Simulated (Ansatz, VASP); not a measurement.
**Sn in VASP and in Ansatz**

Contents of POSCAR:

```
Sn
1.0
    0.0000000000      3.2840539893      3.2840539893
    3.2840539893      0.0000000000      3.2840539893
    3.2840539893      3.2840539893      0.0000000000
Sn
2
Direct
    0.5000000000      0.5000000000      0.5000000000
    0.7500000000      0.7500000000      0.7500000000
```

Contents of INCAR.step1:

```
PREC = Accurate ; ENCUT = 520
ISMEAR = -1 ; SIGMA = 0.1
LREAL = F ; LASPH = T
NELM = 100 ; NBANDS = 21
GGA = PE ; ALGO = Normal
EDIFF = 1E-4 ; LWAVE = T
LCHARG = F
```

File INCAR.step2:

```
PREC = Accurate ; ENCUT = 520
EDIFF = 1E-6 ; ISMEAR = -1
SIGMA = 0.1 ; LREAL = F
LASPH = T ; NELM = 100
ALGO = Normal ; ISIF = 2
LWAVE = F ; LCHARG = F
METAGGA = R2SCAN ; LMIXTAU = T
NBANDS = 21 ; ISTART = 1
```

The input KPOINTS:

```
Automatic mesh
0
Gamma
  5 5 5
```

Input for Ansatz:

```yaml
crystal:
  lattice:
    - [0.0, 3.2840539893, 3.2840539893]
    - [3.2840539893, 0.0, 3.2840539893]
    - [3.2840539893, 3.2840539893, 0.0]
  atoms:
    - { symbol: Sn, position: [0.5, 0.5, 0.5] }
    - { symbol: Sn, position: [0.75, 0.75, 0.75] }
hamiltonian:
  xc: r2scan
  pseudopotentials:
    kind: paw
    azcp:
      Sn: "pseudopotentials/Sn.paw.azcp"
basis:
  ecutwfc: 500
  fft_grid_basis: typed
kpoints:
  mp_grid: { grid: [5, 5, 5], shift: [0, 0, 0] }
magnetization:
  spin_polarized: false
scf:
  occupations: { method: fermi_dirac, width: 0.1 }
  lower_state_search: "off"
output:
  stress: true
```

Alike in both runs: task single point; functional r2SCAN; k mesh 5 × 5 × 5; occupations fermi-dirac, width 0.1 eV; no spin polarisation.

```csv
,VASP,Ansatz
version,VASP 6.6.1,Ansatz 0.2.0
potentials or method,"VASP PAW PBE potentials, release 64 (Sn_d), cutoff 520 eV","plane waves (500 eV) with PAW, scalar-relativistic"
valence electrons in the cell,28,28
```

Ansatz gave:

```
pressure (GPa) : 0.2
```

Problem. What did VASP give for the same quantities?

Solution. Pressure (GPa): 0.1.

VASP's potentials were made for PBE, not for r2SCAN.
